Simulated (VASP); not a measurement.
Wanted: the native input for a VASP 6.6.1 run.

| Quantity | Value |
| --- | --- |
| Task | single point |
| Functional | RPBE |
| Potentials or basis | VASP PAW PBE potentials, release 64 (Ca_sv) |
| Cutoff | 520 eV |
| k mesh | 7 × 7 × 9 |
| Occupations | fermi-dirac, width 0.1 eV |
| Spin | no spin polarisation |
| Dipole correction | no |
| Further INCAR settings | ALGO = Normal; EDIFF = 1e-07; NBANDS = 22 |

The structure of Ca lies in POSCAR:

```
Ca
1.0
    6.3869952790      0.0000000000      0.0000000000
   -3.1934976395      5.5313001654      0.0000000000
    0.0000000000      0.0000000000      3.8199801632
Ca
3
Direct
    0.0000000000      0.0000000000      0.0000000000
    0.3333333333      0.6666666667      0.5000000000
    0.6666666667      0.3333333333      0.5000000000
```

This isn't the form of Ca at room conditions, which is fcc.

The input as run:

INCAR

```
SYSTEM = Ca
PREC = Accurate
ENCUT = 520
EDIFF = 1E-7
ISMEAR = -1
SIGMA = 0.1
LREAL = .False.
LASPH = .True.
NELM = 100
ALGO = Normal
ISIF = 2
LWAVE = .False.
LCHARG = .False.
GGA = RP
NBANDS = 22
```

KPOINTS

```
regular mesh
0
Gamma
  7 7 9
  0 0 0
```

Potentials or basis: VASP PAW PBE potentials, release 64 (Ca_sv).

Run with:

```sh
$ cat potpaw_PBE.64/Ca_sv/POTCAR > POTCAR
$ mpirun -np 1 vasp_std > vasp.out
```

It gave:

```json
{"Pressure": "0.0 GPa", "Band gap on the k mesh": "zero (bands 15 and 16 overlap by 0.44 eV)"}
```

Caveat: the PAW data sets were made with another functional, which shifts forces and pressure a little.

Run time: 4 min on 1 thread of Oxide Virtual Turin-like Processor, with other jobs on the host, peak memory 0.25 GiB.
